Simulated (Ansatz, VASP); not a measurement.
Te6Mo3H: VASP beside Ansatz

The input INCAR:

```
ALGO     = Normal         # electronic algorithm
EDIFF    = 1E-6           # SCF threshold, eV
ENCUT    = 400            # plane-wave cutoff, eV
GGA      = PS             # functional
GGA_COMPAT= F            
ISIF     = 2              # what is computed and relaxed
ISMEAR   = 0              # smearing method
IVDW     = 12             # dispersion correction
LASPH    = T              # aspherical terms in the spheres
LCHARG   = F              # write CHGCAR
LREAL    = F              # projectors in reciprocal space
LWAVE    = F              # write WAVECAR
NBANDS   = 50             # bands
NELM     = 120            # most SCF steps
PREC     = Accurate       # precision mode
SIGMA    = 0.05           # smearing width, eV
```

Contents of KPOINTS:

```
k-points
0
Gamma
  9 9 2
```

The input POSCAR:

```
Te6Mo3H
1.0
    3.4334342720      0.0000000000      0.0000000000
   -1.7167171360      2.9734413017      0.0000000000
    0.0000000000      0.0000000000     20.7704294686
Te Mo H
6 3 1
Direct
    0.0000000000      0.0000000000      0.9125759363
    0.3333333333      0.6666666667      0.5917818730
    0.3333333333      0.6666666667      0.2333053354
    0.3333333333      0.6666666667      0.7666946646
    0.3333333333      0.6666666667      0.4082181270
    0.0000000000      0.0000000000      0.0874240637
    0.0000000000      0.0000000000      0.6791511892
    0.0000000000      0.0000000000      0.3208488108
    0.3333333333      0.6666666667      0.0000000000
   -0.3023098300     -0.4428215817      0.7523436347
```

Input for Ansatz:

```yaml
crystal:
  lattice:
    - [3.433434272, 0.0, 0.0]
    - [-1.716717136, 2.9734413017, 0.0]
    - [0.0, 0.0, 20.7704294686]
  atoms:
    - { symbol: Te, position: [0.0, 0.0, 0.9125759363] }
    - { symbol: Te, position: [0.3333333333, 0.6666666667, 0.591781873] }
    - { symbol: Te, position: [0.3333333333, 0.6666666667, 0.2333053354] }
    - { symbol: Te, position: [0.3333333333, 0.6666666667, 0.7666946646] }
    - { symbol: Te, position: [0.3333333333, 0.6666666667, 0.408218127] }
    - { symbol: Te, position: [0.0, 0.0, 0.0874240637] }
    - { symbol: Mo, position: [0.0, 0.0, 0.6791511892] }
    - { symbol: Mo, position: [0.0, 0.0, 0.3208488108] }
    - { symbol: Mo, position: [0.3333333333, 0.6666666667, 0.0] }
    - { symbol: H, position: [-0.30230983, -0.4428215817, 0.7523436347] }
basis:
  ecutwfc: 420
kpoints:
  mp_grid: { grid: [9, 9, 2] }
hamiltonian:
  xc: pbesol
  pseudopotentials: { kind: paw, azcp: { folder: soft_1 } }
  dispersion: d3bj
scf:
  occupations: { method: gaussian, width: 0.05 }
output:
  forces: true
  stress: true
  eigenvalues: true
  write_density: true
  write_potential: true
  elf: true
  volumetric_format: npy
```

Alike in both runs: task single point; functional PBEsol; dispersion D3(BJ); k mesh 9 × 9 × 2; occupations gaussian, width 0.05 eV; no spin polarisation.

|  | VASP | Ansatz |
| --- | --- | --- |
| version | VASP 6.6.1 | Ansatz 0.2.0 |
| potentials or method | VASP PAW PBE potentials, release 64 (Te, Mo_sv, H), cutoff 400 eV | scalar-relativistic, plane waves, PAW |
| valence electrons in the cell | 79 | 139 |

```csv
,VASP,Ansatz,Ansatz less VASP
gap on the k mesh at the Fermi level (eV),none,none,-
pressure (GPa),4.4,4.4,-0.02
"traceless stress, the component that is largest in VASP (GPa)",4.57,4.46,-0.111
rms of the force components (eV/Å),1.352,1.297,-0.0557
```

VASP's potentials were made for PBE, not for PBEsol, and Ansatz warns of the same on its side. Atom by atom the forces differ by 0.058 eV/Å (rms over components). A gap of «none» marks a metal or a gap that the smearing closes. VASP's potentials hold 79 valence electrons a cell and Ansatz's 139, so a difference there can come from the potentials and not from the codes.

Neither program's run includes spin-orbit coupling.
